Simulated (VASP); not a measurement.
Write the native input for VASP 6.6.1 that does the following.

| Quantity | Value |
| --- | --- |
| Task | single point |
| Functional | PBE |
| Potentials or basis | VASP PAW PBE potentials, release 64 (Be, Te) |
| Cutoff | 600 eV |
| k mesh | 4 × 4 × 4 |
| Occupations | gaussian, width 0.2 eV |
| Spin | no spin polarisation |
| Dipole correction | no |
| Further INCAR settings | ALGO = Normal; EDIFF = 1e-06; NBANDS = 20 |

The structure of Be7Te lies in POSCAR:

```
Be7Te
1.0
    0.0000000000      3.5613602830      3.5613602830
    3.5613602830      0.0000000000      3.5613602830
    3.5613602830      3.5613602830      0.0000000000
Be Te
7 1
Direct
    0.5000000000      0.0000000000      0.0000000000
    0.0000000000      0.5000000000      0.5000000000
    0.0000000000      0.5000000000      0.0000000000
    0.5000000000      0.0000000000      0.5000000000
    0.0000000000      0.0000000000      0.5000000000
    0.5000000000      0.5000000000      0.0000000000
    0.5000000000      0.5000000000      0.5000000000
    0.0000000000      0.0000000000      0.0000000000
```

The cell was built from a structure type or drawn by symmetry, and may not be a known phase.

These files were run (other wordings do the same):

INCAR

```
  PREC = Accurate
  ENCUT = 600
  EDIFF = 1E-6
  ISMEAR = 0
  SIGMA = 0.2
  LREAL = F
  LASPH = T
  NELM = 120
  ALGO = Normal
  ISIF = 2
  LWAVE = F
  LCHARG = F
  GGA = PE
  NBANDS = 20
  GGA_COMPAT = F
```

KPOINTS

```
Automatic mesh
0
Gamma
  4 4 4
```

Potentials or basis: VASP PAW PBE potentials, release 64 (Be, Te).

Launch:

```console
$ cat potpaw_PBE.64/Be/POTCAR potpaw_PBE.64/Te/POTCAR > POTCAR
$ mpirun -np 1 vasp_std > vasp.out
```

It gave:

The pressure is 0.4 GPa and the band gap on the k mesh is zero (bands 10 and 11 overlap by 1.78 eV).

Caveat: the k points lie up to 0.38 Å⁻¹ apart, too coarse for converged energies and pressures of a metal; spin-orbit coupling is left out, which moves the levels of the heavy elements.

It took 14 s on 1 thread of Intel(R) Xeon(R) 6975P-C (Granite Rapids), on a shared host, peak memory 0.23 GiB.
